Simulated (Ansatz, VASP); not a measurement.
## One calculation of SnO2, two programs

INCAR

```
PREC     = Accurate       # precision mode
ENCUT    = 520            # plane-wave cutoff, eV
EDIFF    = 1E-7           # SCF threshold, eV
ISMEAR   = 0              # smearing method
SIGMA    = 0.05           # smearing width, eV
LREAL    = F              # projectors in reciprocal space
LASPH    = T              # aspherical terms in the spheres
NELM     = 60             # most SCF steps
ALGO     = Normal         # electronic algorithm
ISIF     = 2              # what is computed and relaxed
LWAVE    = F              # write WAVECAR
LCHARG   = F              # write CHGCAR
GGA      = PE             # functional
IVDW     = 12             # dispersion correction
NBANDS   = 35             # bands
```

KPOINTS

```
regular mesh
0
Gamma
  12 12 4
```

File POSCAR:

```
SnO2
1.0
    3.2093268245      0.0000000000      0.0000000000
   -1.6046634122      2.7793585591      0.0000000000
    0.0000000000      0.0000000000      9.7245812110
Sn O
2 4
Direct
    0.0000000000      0.0000000000      0.5000000000
    0.0000000000      0.0000000000      0.0000000000
    0.6666666667      0.3333333333      0.4017901367
    0.6666666667      0.3333333333      0.0982098633
    0.3333333333      0.6666666667      0.5982098633
    0.3333333333      0.6666666667      0.9017901367
```

Input for Ansatz:

```yaml
crystal:
  lattice:
    - [3.2093268245, 0.0, 0.0]
    - [-1.6046634122, 2.7793585591, 0.0]
    - [0.0, 0.0, 9.724581211]
  atoms:
    - { symbol: Sn, position: [0.0, 0.0, 0.5] }
    - { symbol: Sn, position: [0.0, 0.0, 0.0] }
    - { symbol: O, position: [0.6666666667, 0.3333333333, 0.4017901367] }
    - { symbol: O, position: [0.6666666667, 0.3333333333, 0.0982098633] }
    - { symbol: O, position: [0.3333333333, 0.6666666667, 0.5982098633] }
    - { symbol: O, position: [0.3333333333, 0.6666666667, 0.9017901367] }
basis:
  ecutwfc: 520.0
kpoints:
  mp_grid: { grid: [12, 12, 4] }
hamiltonian:
  xc: pbe
  dispersion: d3bj
scf:
  occupations: { method: gaussian, width: 0.05 }
output:
  forces: true
  stress: true
  eigenvalues: true
```

Alike in both runs: task single point; functional PBE; dispersion D3(BJ); k mesh 12 × 12 × 4; occupations gaussian, width 0.05 eV; no spin polarisation.

|  | VASP | Ansatz |
| --- | --- | --- |
| version | VASP 6.6.1 | Ansatz 0.2.0 |
| potentials or method | VASP PAW PBE potentials, release 64 (Sn_d, O), cutoff 520 eV | scalar-relativistic, plane waves, PAW |
| valence electrons in the cell | 52 | 52 |

Ansatz gave:

| Property | Result |
| --- | --- |
| gap on the k mesh at the Fermi level (eV) | 1.97 |
| least direct gap on the mesh (eV) | 2.44 |
| pressure (GPa) | 5.7 |
| traceless stress, the component that is largest in VASP (GPa) | 1.47 |
| rms of the force components (eV/Å) | 0.366 |

Problem. Estimate VASP's values.

Solution. gap on the k mesh at the Fermi level (eV): 1.95; least direct gap on the mesh (eV): 2.42; pressure (GPa): 6.4; traceless stress, the component that is largest in VASP (GPa): 1.03; rms of the force components (eV/Å): 0.393.

Atom by atom the forces differ by 0.026 eV/Å (rms over components).
